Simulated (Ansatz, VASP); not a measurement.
# BiTe: VASP beside Ansatz

File INCAR:

```
SYSTEM = BiTe
PREC = Accurate
ENCUT = 520
EDIFF = 1E-6
ISMEAR = 0
SIGMA = 0.15
LREAL = .False.
LASPH = .True.
NELM = 80
ALGO = Normal
ISIF = 2
LWAVE = .False.
LCHARG = .False.
GGA = PS
NBANDS = 18
```

Contents of KPOINTS:

```
regular mesh
0
Gamma
  12 12 12
  0 0 0
```

Contents of POSCAR:

```
BiTe
1.0
    2.4590483894      1.4197322496      3.2177731959
   -2.4590483894      1.4197322496      3.2177731959
    0.0000000000     -2.8394644991      3.2177731959
Bi Te
1 1
Direct
    0.5000000000      0.5000000000      0.5000000000
    0.0000000000      0.0000000000      0.0000000000
```

Input for Ansatz:

```yaml
crystal:
  lattice:
    - [2.4590483894, 1.4197322496, 3.2177731959]
    - [-2.4590483894, 1.4197322496, 3.2177731959]
    - [0.0, -2.8394644991, 3.2177731959]
  atoms:
    - { symbol: Bi, position: [0.5, 0.5, 0.5] }
    - { symbol: Te, position: [0.0, 0.0, 0.0] }
basis:
  ecutwfc: 420
kpoints:
  mp_grid: { grid: [12, 12, 12] }
hamiltonian:
  xc: pbesol
scf:
  occupations: { method: gaussian, width: 0.15 }
output:
  forces: true
  stress: true
  eigenvalues: true
```

Change from the starting cell: strain +0.015 along x and y, -0.030 along z, atoms carried along.

Alike in both runs: task single point; functional PBEsol; k mesh 12 × 12 × 12; occupations gaussian, width 0.15 eV; no spin polarisation.

|  | VASP | Ansatz |
| --- | --- | --- |
| version | VASP 6.6.1 | Ansatz 0.2.0 |
| potentials or method | VASP PAW PBE potentials, release 64 (Bi_d, Te), cutoff 520 eV | scalar-relativistic, plane waves, PAW |
| valence electrons in the cell | 21 | 31 |

|  | VASP | Ansatz | Ansatz less VASP |
| --- | --- | --- | --- |
| gap on the k mesh at the Fermi level (eV) | none | none | - |
| pressure (GPa) | -3.0 | -2.9 | +0.03 |
| traceless stress, the component that is largest in VASP (GPa) | 0.89 | 0.89 | +0.003 |

VASP's potentials were made for PBE, not for PBEsol. A gap of «none» marks a metal or a gap that the smearing closes. The functional is the same, so the differences come from potentials, cutoffs and numerics. VASP's potentials hold 21 valence electrons a cell and Ansatz's 31, so a difference there can come from the potentials and not from the codes.

Spin-orbit coupling is off throughout.
